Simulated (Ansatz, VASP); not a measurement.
## Tc in VASP and in Ansatz

```
Tc
1.0
     2.74000    0.00000    0.00000
    -1.37000    2.37291    0.00000
     0.00000    0.00000    4.39800
Tc
2
Direct
  0.66667 0.33333 0.75000
  0.33333 0.66667 0.25000
```

Alike in both runs: task single point; functional PBE; k mesh 11 × 11 × 6; occupations gaussian, width 0.1 eV; no spin polarisation.

|  | VASP | Ansatz |
| --- | --- | --- |
| version | VASP 6.6.1 | Ansatz 0.2.0 |
| potentials or method | VASP PAW PBE potentials, release 64 (Tc_pv), cutoff 520 eV | all-electron LAPW, scalar-relativistic |

|  | VASP | Ansatz | Ansatz less VASP |
| --- | --- | --- | --- |
| gap on the k mesh at the Fermi level (eV) | none | none | - |
| pressure (GPa) | 2.2 | 2.9 | +0.65 |
| traceless stress, the component that is largest in VASP (GPa) | 0.13 | 0.14 | +0.011 |

A gap of «none» marks a metal or a gap that the smearing closes. Ansatz ran all-electron here, and VASP with PAW potentials.
